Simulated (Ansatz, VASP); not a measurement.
**ScAl3: VASP beside Ansatz**

```
Al Sc
1.0
     4.10000    0.00000    0.00000
     0.00000    4.10000    0.00000
     0.00000    0.00000    4.10000
Al Sc
3 1
Direct
  0.00000 0.50000 0.50000
  0.50000 0.00000 0.50000
  0.50000 0.50000 0.00000
  0.00000 0.00000 0.00000
```

Alike in both runs: task relaxation of cell and atoms; functional LDA; k mesh 12 × 12 × 12; occupations gaussian, width 0.1 eV; no spin polarisation.

|  | VASP | Ansatz |
| --- | --- | --- |
| version | VASP 6.6.1 | Ansatz 0.2.0 |
| potentials or method | VASP PAW LDA potentials, release 64 (Al, Sc_sv) | scalar-relativistic, plane waves, PAW |
| plane-wave cutoff (eV) | 600 | 420 |
| valence electrons in the cell | 20 | 20 |

|  | VASP | Ansatz | Ansatz less VASP |
| --- | --- | --- | --- |
| gap on the k mesh at the Fermi level, each at its own relaxed structure (eV) | none | none | - |
| relaxed volume (Å³/atom) | 16.42 | 16.39 | -0.031 |
| relaxed cell length with the largest relative difference (Å) | 4.035 | 4.032 | -0.0025 |

LDA's correlation is that of Perdew and Zunger in VASP and of Perdew and Wang (1992) in Ansatz. A gap of «none» marks a metal or a gap that the smearing closes.
